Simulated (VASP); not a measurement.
Wanted: the native input for a VASP 6.6.1 run.

| Quantity | Value |
| --- | --- |
| Task | single point |
| Functional | PBE |
| Potentials or basis | VASP PAW PBE potentials, release 64 (Pt, S) |
| Cutoff | 520 eV |
| k mesh | 12 × 12 × 8 |
| Occupations | gaussian, width 0.05 eV |
| Spin | no spin polarisation |
| Dipole correction | no |
| Further INCAR settings | ALGO = Normal; EDIFF = 1e-06; NBANDS = 18 |

The structure of PtS2 lies in POSCAR:

```
PtS2
1.0
    3.5431994758      0.0000000000      0.0000000000
   -1.7715997379      3.0685007567      0.0000000000
    0.0000000000      0.0000000000      5.0388000000
Pt S
1 2
Direct
    0.0000000000      0.0000000000      0.0000000000
    0.3170387309      0.6340774617      0.2500000000
    0.6666666667      0.3333333333      0.7500000000
```

This cell differs from its parent crystal: atom 2 (S) moved by (+0.000, -0.100) A along x and y.

The input as run:

INCAR

```
ALGO     = Normal         # electronic algorithm
EDIFF    = 1E-6           # SCF threshold, eV
ENCUT    = 520            # plane-wave cutoff, eV
GGA      = PE             # functional
ISIF     = 2              # what is computed and relaxed
ISMEAR   = 0              # smearing method
LASPH    = T              # aspherical terms in the spheres
LCHARG   = T              # write CHGCAR
LELF     = T              # ELF
LREAL    = F              # projectors in reciprocal space
LVHAR    = T            
LWAVE    = F              # write WAVECAR
NBANDS   = 18             # bands
NELM     = 100            # most SCF steps
PREC     = Accurate       # precision mode
SIGMA    = 0.05           # smearing width, eV
```

KPOINTS

```
k-points
0
Gamma
  12 12 8
```

Potentials or basis: VASP PAW PBE potentials, release 64 (Pt, S).

Launch:

```console
$ cat potpaw_PBE.64/Pt/POTCAR potpaw_PBE.64/S/POTCAR > POTCAR
$ mpirun -np 1 vasp_std > vasp.out
```

It gave:

The pressure is 2.4 GPa. The largest force is 0.989 eV/Å and the band gap on the k mesh is 0.48 eV (least direct gap 0.73 eV).

Caveat: the cell differs from its parent crystal (atom 2 (S) moved by (+0.000, -0.100) A along x and y); spin-orbit coupling is left out, which moves the levels of the heavy elements.

Run time: 110 s on 1 thread of Intel(R) Xeon(R) 6975P-C (Granite Rapids), with other jobs on the host, peak memory 0.41 GiB.
